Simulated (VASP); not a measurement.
IrRu2, 6 atoms in the cell. It takes space group P6_3/mmc (No. 194, hexagonal). The conventional cell has a = 2.760 Å, b = 2.760 Å, c = 12.795 Å, α = 90.00°, β = 90.00°, γ = 120.00°. Ru (site symmetry 3m) has 9 Ru at 2.62 to 2.76 Å and 3 Ir at 2.69 Å within 3.5 Å. Ir (site symmetry -6m2) has 6 Ru at 2.69 Å and 6 Ir at 2.76 Å within 3.5 Å. 

```yaml
Program: VASP 6.6.1
Task: relaxation of cell and atoms
Functional: PBE
Potentials_or_basis: VASP PAW PBE potentials, release 64 (Ru_pv, Ir)
Cutoff: 600 eV
k_mesh: 18 × 18 × 4
Occupations: gaussian, width 0.1 eV
Spin: no spin polarisation
Dipole_correction: no
Further_INCAR_settings: ALGO = Fast; EDIFF = 1e-06; IBRION = 2; EDIFFG = -0.01; NSW = 100; ISIF = 3
```

Potentials or basis: VASP PAW PBE potentials, release 64 (Ru_pv, Ir).

The run is started by

```bash
$ cat potpaw_PBE.64/Ru_pv/POTCAR potpaw_PBE.64/Ir/POTCAR > POTCAR
$ mpirun -np 1 vasp_std > vasp.out
```

Hardware: 1 thread of Oxide Virtual Turin-like Processor, with other jobs on the host.

Problem. How long does it take, and how much memory?

Solution. It took 94 min on 1 thread of Oxide Virtual Turin-like Processor (shared host), peak memory 0.51 GiB. Counts: scf iterations 87, k points 111, ion steps 8.
